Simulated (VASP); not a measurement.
Here is a VASP 6.6.1 calculation.

File INCAR:

```
SYSTEM = Al2Cu
PREC = Accurate
ENCUT = 520
EDIFF = 1E-6
ISMEAR = 1
SIGMA = 0.05
LREAL = .FALSE.
LASPH = .TRUE.
NELM = 100
ALGO = Fast
ISIF = 2
LWAVE = .FALSE.
LCHARG = .FALSE.
GGA = PS
NBANDS = 16
```

File KPOINTS:

```
regular mesh
0
G
  10 10 14
  0 0 0
```

Contents of POSCAR:

```
Al2Cu
1.0
    4.1051820000      0.0000000000      0.0000000000
    0.0000000000      4.1051820000      0.0000000000
    0.0000000000      0.0000000000      2.8913130000
Al Cu
2 1
Direct
    0.5000000000      0.0000000000      0.5000000000
    0.0000000000      0.5000000000      0.5000000000
    0.0000000000      0.0000000000      0.0000000000
```

Potentials or basis: VASP PAW PBE potentials, release 64 (Al, Cu).

Run with:

```sh
$ cat potpaw_PBE.64/Al/POTCAR potpaw_PBE.64/Cu/POTCAR > POTCAR
$ mpirun -np 1 vasp_std > vasp.out
```

Question: Predict the pressure.

Answer: -2.3 GPa.

Stress tensor (GPa, compression positive):
```
-2.02  0.00  0.00
 0.00 -2.02  0.00
 0.00  0.00 -2.94
```

Caveat: the PAW data sets were made with another functional, which shifts forces and pressure a little.
